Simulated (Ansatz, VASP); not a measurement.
La in VASP and in Ansatz

```
CELL_PARAMETERS angstrom
3.74470 0.00000 0.00000
-1.87235 3.24300 0.00000
0.00000 0.00000 12.07739
ATOMIC_POSITIONS crystal
La 0.66667 0.33333 0.25000
La 0.33333 0.66667 0.75000
La 0.00000 0.00000 0.50000
La 0.00000 0.00000 0.00000
```

Alike in both runs: task single point; functional PBE; k mesh 8 × 8 × 3; occupations fermi-dirac, width 0.05 eV; no spin polarisation.

|  | VASP | Ansatz |
| --- | --- | --- |
| version | VASP 6.6.1 | Ansatz 0.2.0 |
| potentials or method | VASP PAW PBE potentials, release 64 (La) | Ansatz PAW |
| plane-wave cutoff (eV) | 520 | 420 |
| valence electrons in the cell | 44 | 44 |

VASP gave:

| Item | Value |
| --- | --- |
| gap on the k mesh at the Fermi level (eV) | none |
| pressure (GPa) | 0.4 |
| traceless stress, the component that is largest in VASP (GPa) | -0.05 |

Which values does Ansatz return?

gap on the k mesh at the Fermi level (eV): none; pressure (GPa): 0.3; traceless stress, the component that is largest in VASP (GPa): -0.05.

A gap of «none» marks a metal or a gap that the smearing closes.

Neither program's run includes spin-orbit coupling.
